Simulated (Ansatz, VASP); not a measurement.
One calculation of TePb, two programs

```
Pb Te
1.0
     0.00000    3.21658    3.21658
     3.21658    0.00000    3.21658
     3.21658    3.21658    0.00000
Pb Te
1 1
Direct
  0.00000 0.00000 0.00000
  0.50000 0.50000 0.50000
```

Change from the starting cell: volume scaled by 0.94, PAW files.

Alike in both runs: task single point; functional PBE; k mesh 11 × 11 × 11; occupations fermi-dirac, width 0.1 eV; no spin polarisation.

```csv
,VASP,Ansatz
version,VASP 6.6.1,Ansatz 0.2.0
potentials or method,"VASP PAW PBE potentials, release 64 (Pb_d, Te)","PAW with Ansatz's default frozen-core files, scalar-relativistic"
plane-wave cutoff (eV),520,420
valence electrons in the cell,20,30
```

Ansatz gave:

| Item | Value |
| --- | --- |
| pressure (GPa) | 2.8 |

Which values does VASP return?

Pressure (GPa): 2.7.

VASP's potentials hold 20 valence electrons a cell and Ansatz's 30, so a difference there can come from the potentials and not from the codes.

Spin-orbit coupling is off throughout.
